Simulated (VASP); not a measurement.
Write the native input for VASP 6.6.1 that does the following.

```
Task                   : single point
Functional             : PBE
Potentials or basis    : VASP PAW PBE potentials, release 64 (Si)
Cutoff                 : 520 eV
k mesh                 : 10 × 10 × 10
Occupations            : gaussian, width 0.05 eV
Spin                   : no spin polarisation
Dipole correction      : no
Further INCAR settings : ALGO = Normal; EDIFF = 1e-07; NBANDS = 11
```

The structure of Si lies in POSCAR:

```
Si
1.0
    0.0000000000      2.6259087553      3.0373886572
    2.6259087553      0.0000000000      3.0373886572
    2.6259087553      2.6259087553      0.0000000000
Si
2
Direct
    0.5000000000      0.5000000000      0.5000000000
    0.7500000000      0.7500000000      0.7500000000
```

The input as run:

INCAR

```
PREC = Accurate
ENCUT = 520
EDIFF = 1E-7
ISMEAR = 0
SIGMA = 0.05
LREAL = F
LASPH = T
NELM = 100
ALGO = Normal
ISIF = 2
LWAVE = F
LCHARG = F
GGA = PE
NBANDS = 11
```

KPOINTS

```
regular mesh
0
Gamma
  10 10 10
```

Potentials or basis: VASP PAW PBE potentials, release 64 (Si).

Run with:

```sh
$ cat potpaw_PBE.64/Si/POTCAR > POTCAR
$ mpirun -np 1 vasp_std > vasp.out
```

It gave:

| Property | Result |
| --- | --- |
| Pressure | -2.5 GPa |
| Band gap on the k mesh | zero (bands 4 and 5 overlap by 0.14 eV) |

Caveat: semilocal functionals underestimate gaps, so a narrow gap can read as zero.

It took 57 s on 1 thread of AMD EPYC 7R13 (shared host), peak memory 0.15 GiB.
